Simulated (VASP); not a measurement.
Set up this calculation in VASP 6.6.1, as the native input.

```
Task                   : single point
Functional             : PBE
Potentials or basis    : VASP PAW PBE potentials, release 64 (C)
Cutoff                 : 520 eV
k mesh                 : 12 × 12 × 12
Occupations            : gaussian, width 0.05 eV
Spin                   : no spin polarisation
Dipole correction      : no
Further INCAR settings : ALGO = Normal; EDIFF = 1e-07; NBANDS = 11
```

The structure of C lies in POSCAR:

```
C
1.0
    0.0000000000      1.9153166095      1.6608339830
    1.7813783850      0.0000000000      1.6608339830
    1.7813783850      1.9153166095      0.0000000000
C
2
Direct
    0.5000000000      0.5000000000      0.5000000000
    0.7500000000      0.7500000000      0.7500000000
```

This cell differs from its parent crystal: strain +e along x and -e along y -0.0375, strain +e along z and -e/2 along x and y -0.0700.

The input as run:

INCAR

```
PREC = Accurate ; ENCUT = 520
EDIFF = 1E-7 ; ISMEAR = 0
SIGMA = 0.05 ; LREAL = False
LASPH = True ; NELM = 60
ALGO = Normal ; ISIF = 2
LWAVE = False ; LCHARG = False
GGA = PE ; NBANDS = 11
```

KPOINTS

```
Automatic mesh
0
Gamma
  12 12 12
```

Potentials or basis: VASP PAW PBE potentials, release 64 (C).

Run with:

```console
$ cat potpaw_PBE.64/C/POTCAR > POTCAR
$ mpirun -np 1 vasp_std > vasp.out
```

Results of the run:

```yaml
Pressure: 3.2 GPa
Band_gap_on_the_k_mesh: 1.57 eV, indirect (least direct gap 3.87 eV)
```

Caveat: the cell differs from its parent crystal (strain +e along x and -e along y -0.0375, strain +e along z and -e/2 along x and y -0.0700).

Wall time 16 s on 1 thread of Intel(R) Xeon(R) Platinum 8375C CPU @ 2.90GHz (Ice Lake) (shared host), peak memory 0.13 GiB.
